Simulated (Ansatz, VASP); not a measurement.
# CoSi2: VASP beside Ansatz

Contents of INCAR:

```
PREC     = Accurate       # precision mode
ENCUT    = 520            # plane-wave cutoff, eV
EDIFF    = 1E-6           # SCF threshold, eV
ISMEAR   = 0              # smearing method
SIGMA    = 0.15           # smearing width, eV
LREAL    = F              # projectors in reciprocal space
LASPH    = T              # aspherical terms in the spheres
NELM     = 100            # most SCF steps
ALGO     = Normal         # electronic algorithm
ISIF     = 2              # what is computed and relaxed
LWAVE    = F              # write WAVECAR
LCHARG   = T              # write CHGCAR
GGA      = PE             # functional
LELF     = T              # ELF
LVHAR    = T            
NBANDS   = 36             # bands
```

Contents of KPOINTS:

```
regular mesh
0
Gamma
  14 14 5
```

Contents of POSCAR:

```
CoSi2
1.0
    2.6799390577     -2.6799390577      0.0000000000
    2.6799390577      0.0000000000     -2.6799390577
    5.9372283846      5.9372283846      5.9372283846
Co Si
3 6
Direct
    1.0000000000      0.0000000000      0.8651577570
    0.3333333333      0.3333333333      0.5642385531
    0.6666666667      0.6666666667      0.2633193493
    0.6666666667      0.6666666667      0.4890087522
    1.0000000000      0.0000000000      0.1880895484
    0.3333333333      0.3333333333      0.7899279560
    0.6666666667      0.6666666667      0.0376299464
    1.0000000000      1.0000000000      0.6394683541
    0.3333333333      0.3333333333      0.3385491503
```

Input for Ansatz:

```yaml
crystal:
  lattice:
    - [2.6799390577, -2.6799390577, 0.0]
    - [2.6799390577, 0.0, -2.6799390577]
    - [5.9372283846, 5.9372283846, 5.9372283846]
  atoms:
    - { symbol: Co, position: [1.0, 0.0, 0.865157757] }
    - { symbol: Co, position: [0.3333333333, 0.3333333333, 0.5642385531] }
    - { symbol: Co, position: [0.6666666667, 0.6666666667, 0.2633193493] }
    - { symbol: Si, position: [0.6666666667, 0.6666666667, 0.4890087522] }
    - { symbol: Si, position: [1.0, 0.0, 0.1880895484] }
    - { symbol: Si, position: [0.3333333333, 0.3333333333, 0.789927956] }
    - { symbol: Si, position: [0.6666666667, 0.6666666667, 0.0376299464] }
    - { symbol: Si, position: [1.0, 1.0, 0.6394683541] }
    - { symbol: Si, position: [0.3333333333, 0.3333333333, 0.3385491503] }
basis:
  ecutwfc: 420
kpoints:
  mp_grid: { grid: [14, 14, 5] }
hamiltonian:
  xc: pbe
scf:
  occupations: { method: gaussian, width: 0.15 }
output:
  forces: true
  stress: true
  eigenvalues: true
```

Alike in both runs: task single point; functional PBE; k mesh 14 × 14 × 5; occupations gaussian, width 0.15 eV; no spin polarisation.

|  | VASP | Ansatz |
| --- | --- | --- |
| version | VASP 6.6.1 | Ansatz 0.2.0 |
| potentials or method | VASP PAW PBE potentials, release 64 (Co, Si), cutoff 520 eV | scalar-relativistic, plane waves, PAW |
| valence electrons in the cell | 51 | 75 |

Ansatz gave:

```
gap on the k mesh at the Fermi level (eV)                     : none
pressure (GPa)                                                : -5.9
traceless stress, the component that is largest in VASP (GPa) : -0.77
rms of the force components (eV/Å)                            : 0.466
```

Question: Estimate VASP's values.

Answer: gap on the k mesh at the Fermi level (eV): none; pressure (GPa): -5.9; traceless stress, the component that is largest in VASP (GPa): -0.76; rms of the force components (eV/Å): 0.461.

Atom by atom the forces differ by 0.008 eV/Å (rms over components). A gap of «none» marks a metal or a gap that the smearing closes. The functional is the same, so the differences come from potentials, cutoffs and numerics. VASP's potentials hold 51 valence electrons a cell and Ansatz's 75, so a difference there can come from the potentials and not from the codes.
